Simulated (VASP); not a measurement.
Here is a VASP 6.6.1 calculation.

Contents of POSCAR:

```
CS2
1.0
    8.9628090000      0.0000000000      0.0000000000
    0.0000000000      8.9628090000      0.0000000000
    0.0000000000      0.0000000000      8.9628090000
S C
16 8
Direct
    0.8414103213      0.6519049999      0.0295108375
    0.5586195131      0.8327188496      0.1000579171
    0.2023919064      0.1907214580      0.3953894365
    0.1448541412      0.4325541245      0.1432251876
    1.0167459777      0.6124642397      0.6254400825
    0.7335758243      0.5159766319      0.4424394183
    0.5332480029      1.0015833206      0.5063367969
    0.7510033964      0.8636578108      0.7305745331
    0.4911183536      0.4046945550      1.0365054081
    0.4613062713      0.5845711986      0.7371461335
   -0.1179429351      0.9571775991      0.3349507950
    0.1528427081      0.7950297725      0.1991005275
    0.2098560842     -0.0832774636      0.8703856124
    0.2089969785      0.2497877619      0.7782939478
    0.8304650919      0.1579192416      1.0523486554
    0.7827791488      0.2866735194      0.7328282908
    0.6994570564      0.7344684016      0.0751550100
    0.1802336745      0.2978195787      0.2545965221
    0.8931686484      0.5485891756      0.5179960881
    0.6369320154      0.9319176611      0.6199061031
    0.4627120806      0.4788454155      0.8826250788
    0.0066162294      0.8597974140      0.2609226639
    0.2099341847      0.0827753888      0.8192967182
    0.8157264090      0.2224972104      0.8888173339
```

The input INCAR.step1:

```
  PREC = Accurate
  ENCUT = 520
  ISMEAR = -1
  SIGMA = 0.02
  LREAL = Auto
  LASPH = True
  NELM = 100
  NBANDS = 82
  GGA = PE
  ALGO = Normal
  EDIFF = 1E-4
  LWAVE = True
  LCHARG = False
```

File INCAR.step2:

```
  PREC = Accurate
  ENCUT = 520
  EDIFF = 1E-7
  ISMEAR = -1
  SIGMA = 0.02
  LREAL = Auto
  LASPH = True
  NELM = 100
  ALGO = Normal
  ISIF = 2
  LWAVE = False
  LCHARG = False
  METAGGA = R2SCAN
  LMIXTAU = True
  IVDW = 12
  VDW_S6 = 1.0
  VDW_S8 = 0.78981345
  VDW_A1 = 0.49484001
  VDW_A2 = 5.73083694
  NBANDS = 82
  ISTART = 1
```

File KPOINTS:

```
Automatic mesh
0
Gamma
  1 1 1
```

Potentials or basis: VASP PAW PBE potentials, release 64 (S, C).

Launch:

```sh
$ cat potpaw_PBE.64/S/POTCAR potpaw_PBE.64/C/POTCAR > POTCAR
$ cp INCAR.step1 INCAR
$ mpirun -np 1 vasp_gam > vasp.out
$ cp INCAR.step2 INCAR
$ mpirun -np 1 vasp_gam > vasp.out
```

Question: Estimate the largest force.

Answer: 2.590 eV/Å.

Question: Predict the dispersion energy per atom.

Answer: -0.069 eV.

Question: What does it give for the pressure?

Answer: -0.8 GPa.

Stress tensor (GPa, compression positive):
```
-0.02 -0.13 -0.46
-0.13 -0.87  0.65
-0.46  0.65 -1.53
```

Caveat: the k points lie up to 0.70 Å⁻¹ apart; the atoms stand as in a frame of molecular dynamics; the PAW data sets were made with another functional, which shifts forces and pressure a little.
